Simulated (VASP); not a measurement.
## ZrN: electric field gradients with LDA

The system is ZrN.

```
CELL_PARAMETERS angstrom
0.00000 2.26890 2.26890
2.26890 0.00000 2.26890
2.26890 2.26890 0.00000
ATOMIC_POSITIONS crystal
Zr 0.00000 0.00000 0.00000
N 0.50000 0.50000 0.50000
```

This cell differs from its parent crystal: volume scaled by 0.98.

```json
{"Program": "VASP 6.6.1", "Task": "electric field gradients", "Functional": "LDA", "Potentials or basis": "VASP PAW LDA potentials, release 64 (Zr_sv, N)", "Cutoff": "520 eV", "k mesh": "9 × 9 × 9", "Occupations": "fermi-dirac, width 0.03 eV", "Spin": "no spin polarisation", "Dipole correction": "no", "Further INCAR settings": "ALGO = Normal; EDIFF = 1e-08; NBANDS = 16"}
```

- Pressure: -1.7 GPa

Levels at points of the mesh, in eV from the Fermi level:
| k point | band 6 | band 7 | band 8 | band 9 | band 10 | band 11 | band 12 | band 13 |
| --- | --- | --- | --- | --- | --- | --- | --- | --- |
| (0.00, 0.00, 0.00) | -2.63 | -2.63 | -2.63 | -0.40 | -0.40 | -0.40 | 1.67 | 1.67 |

Run time: 18 s on 1 thread of Intel Xeon 8259CL, on a shared host, peak memory 0.13 GiB.

Caveat: without QUAD_EFG the Cq values of the log hold for a quadrupole moment of 1 mb, not for the nuclei.
